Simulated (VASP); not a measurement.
# ZrGa3 (I4/mmm) in VASP: notebook, part 3 of 3

VASP 6.6.1. The steps go on from the part before.

## Step 5: Electric field gradients, LDA

This run uses another cell than the first one, of 17.21 Å³/atom.

Contents of INCAR:

```
  PREC = Accurate
  ENCUT = 520
  EDIFF = 1E-8
  ISMEAR = -1
  SIGMA = 0.03
  LREAL = False
  LASPH = True
  NELM = 60
  ALGO = Normal
  ISIF = 2
  LWAVE = False
  LCHARG = False
  LEFG = True
  NBANDS = 34
```

Contents of KPOINTS:

```
Automatic mesh
0
Gamma
  12 12 12
```

Contents of POSCAR:

```
ZrGa3
1.0
   -1.9855000000      1.9855000000      4.3645000000
    1.9855000000     -1.9855000000      4.3645000000
    1.9855000000      1.9855000000     -4.3645000000
Zr Ga
1 3
Direct
    0.0000000000      0.0000000000      0.0000000000
    0.5000000000      0.5000000000      0.0000000000
    0.7500000000      0.2500000000      0.5000000000
    0.2500000000      0.7500000000      0.5000000000
```

Potentials or basis: VASP PAW LDA potentials, release 64 (Zr_sv, Ga_d).

The run is started by

```
$ cat potpaw_LDA.64/Zr_sv/POTCAR potpaw_LDA.64/Ga_d/POTCAR > POTCAR
$ mpirun -np 1 vasp_std > vasp.out
```

OUTCAR:

```text
PREC = Accurate
   ENCUT = 520
   EDIFF = 1E-8
   ISMEAR = -1
   LREAL = False
   LASPH = True
   NELM = 60
   ISIF = 2

 ion  position               nearest neighbor table
   1  0.000  0.000  0.000-   2 2.81   2 2.81   2 2.81   2 2.81   4 2.95   3 2.95   4 2.95   4 2.95
                             3 2.95   3 2.95   4 2.95   3 2.95
   2  0.500  0.500  0.000-   1 2.81   1 2.81   1 2.81   1 2.81
   3  0.750  0.250  0.500-   4 2.81   4 2.81   4 2.81   4 2.81   1 2.95   1 2.95   1 2.95   1 2.95

   4  0.250  0.750  0.500-   3 2.81   3 2.81   3 2.81   3 2.81   1 2.95   1 2.95   1 2.95   1 2.95

  LATTYP: Found a body centered tetragonal cell.
 ALAT       =     3.9710000000
 C/A-ratio  =     2.1981868547

  Lattice vectors:

[... 1115 lines left out ...]
---------------------------------------------------------------------
   1      23.379    23.379   -46.759    -0.000    -0.000    -0.000
   2     -48.269   -48.269    96.538    -0.001     0.001     0.001
   3      23.538    23.538   -47.075    -0.001     0.001     0.001
   4      23.538    23.538   -47.075    -0.001     0.001     0.001
---------------------------------------------------------------------

 Electric field gradients after diagonalization (V/A^2)
 (convention: |V_zz| > |V_xx| > |V_yy|)
----------------------------------------------------------------------
 ion       V_xx      V_yy      V_zz     asymmetry (V_yy - V_xx)/ V_zz
----------------------------------------------------------------------
   1      23.380    23.379   -46.759       0.000
   2     -48.270   -48.268    96.538       0.000
   3      23.539    23.537   -47.075       0.000
   4      23.539    23.537   -47.075       0.000
----------------------------------------------------------------------

           NMR quadrupolar parameters

 Cq : quadrupolar parameter    Cq=e*Q*V_zz/h
 eta: asymmetry parameters     (V_yy - V_xx)/ V_zz
 Q  : nuclear electric quadrupole moment in mb (millibarn)
----------------------------------------------------------------------
 ion       Cq(MHz)       eta       Q (mb)
----------------------------------------------------------------------
   1      -0.113       0.000       1.000
   2       0.233       0.000       1.000
   3      -0.114       0.000       1.000
   4      -0.114       0.000       1.000
----------------------------------------------------------------------
```

OSZICAR:

```text
N       E                     dE             d eps       ncg     rms          rms(c)
DAV:   1     0.464542512309E+03    0.46454E+03   -0.24241E+04 11910   0.272E+03
DAV:   2     0.372087949248E+02   -0.42733E+03   -0.41094E+03 11412   0.581E+02
DAV:   3    -0.196082641664E+02   -0.56817E+02   -0.55673E+02 13090   0.170E+02
DAV:   4    -0.228303736917E+02   -0.32221E+01   -0.31890E+01 17902   0.356E+01
DAV:   5    -0.229144234993E+02   -0.84050E-01   -0.83909E-01 15256   0.502E+00    0.132E+01
DAV:   6    -0.222332474649E+02    0.68118E+00   -0.15872E+00 12868   0.823E+00    0.509E+00
DAV:   7    -0.221670992266E+02    0.66148E-01   -0.28347E-01 17180   0.397E+00    0.173E+00
DAV:   8    -0.221542747833E+02    0.12824E-01   -0.23788E-02 13838   0.135E+00    0.271E-01
DAV:   9    -0.221536328763E+02    0.64191E-03   -0.31459E-03 14736   0.834E-01    0.886E-02
DAV:  10    -0.221536272847E+02    0.55916E-05   -0.58116E-04 15010   0.433E-01    0.341E-02
DAV:  11    -0.221536250933E+02    0.21915E-05   -0.86908E-05 16052   0.216E-01    0.969E-03
DAV:  12    -0.221536250348E+02    0.58434E-07   -0.22765E-05 13998   0.606E-02    0.263E-03
DAV:  13    -0.221536252895E+02   -0.25469E-06   -0.31469E-06 15560   0.190E-02    0.153E-03
DAV:  14    -0.221536253012E+02   -0.11634E-07   -0.33194E-07 14070   0.163E-02    0.548E-04
DAV:  15    -0.221536253119E+02   -0.10687E-07   -0.11041E-07 11630   0.285E-03    0.111E-04
DAV:  16    -0.221536253114E+02    0.42564E-09   -0.48710E-09  6478   0.753E-04
   1 F= -.22153625E+02 E0= -.22151746E+02  d E =-.375769E-02
```

Wall time 14 min (1 thread of Intel Xeon 8259CL, shared host); peak memory 0.44 GiB.

What came out:

| Item | Value |
| --- | --- |
| Free energy | -22.1536 eV |
| Pressure | -5.1 GPa |
| Band gap on the k mesh | zero (an odd number of electrons rules out a gap without spin polarisation) |
| Largest electric field gradient by atom | Zr -46.8; Ga +96.5, -47.1 (each value once) V/Å² |

Levels at points of the mesh, in eV from the Fermi level:
```tsv
k point	band 23	band 24	band 25	band 26	band 27	band 28	band 29	band 30
(0.00, 0.00, 0.00)	-1.62	-1.57	-1.57	-0.65	1.66	2.01	2.01	4.10
(0.50, 0.00, 0.00)	-3.68	-1.53	-0.22	0.60	2.35	2.50	2.50	3.50
(0.50, 0.50, 0.00)	-3.53	-2.33	-2.31	-1.21	2.69	2.74	2.90	3.88
(0.50, 0.50, 0.50)	-1.08	-1.08	0.07	1.28	1.28	1.73	3.49	4.71
```

Electric field gradients, principal values (V/Å²):
```tsv
atom	least	middle	greatest (by size)
1 Zr	23.379	23.380	-46.759
2 Ga	-48.268	-48.270	96.538
3 Ga	23.537	23.539	-47.075
4 Ga	23.537	23.539	-47.075
```

Caveat: the stress differs along the axes, from -8 to 1 GPa; without QUAD_EFG the Cq values of the log hold for a quadrupole moment of 1 mb, not for the nuclei.

## Step 6: Overview

| cell | gap on the mesh (eV) | pressure (GPa) |
| --- | --- | --- |
| a = 5.155 Å, angles 135.0, 135.0, 65.5°, 4 atoms | none | -3.1 |
| a = 5.172 Å, angles 135.0, 135.0, 65.5°, 4 atoms | none | -4.1 |
| a = 5.190 Å, angles 135.0, 135.0, 65.5°, 4 atoms | none | -5.1 |

Alike in all rows: task electric field gradients; level LDA; potentials or basis VASP PAW LDA potentials, release 64 (Zr_sv, Ga_d); no spin polarisation; k mesh 12 × 12 × 12; cutoff (eV) 520; smearing fermi-dirac 0.03 eV.

Caveats: the stress differs along the axes, from -6 to 3 GPa (at least some runs); the stress differs along the axes, from -7 to 2 GPa (at least some runs); the stress differs along the axes, from -8 to 1 GPa (at least some runs).

Total energies depend on the potentials used, so only differences within one code and one set of settings carry meaning.
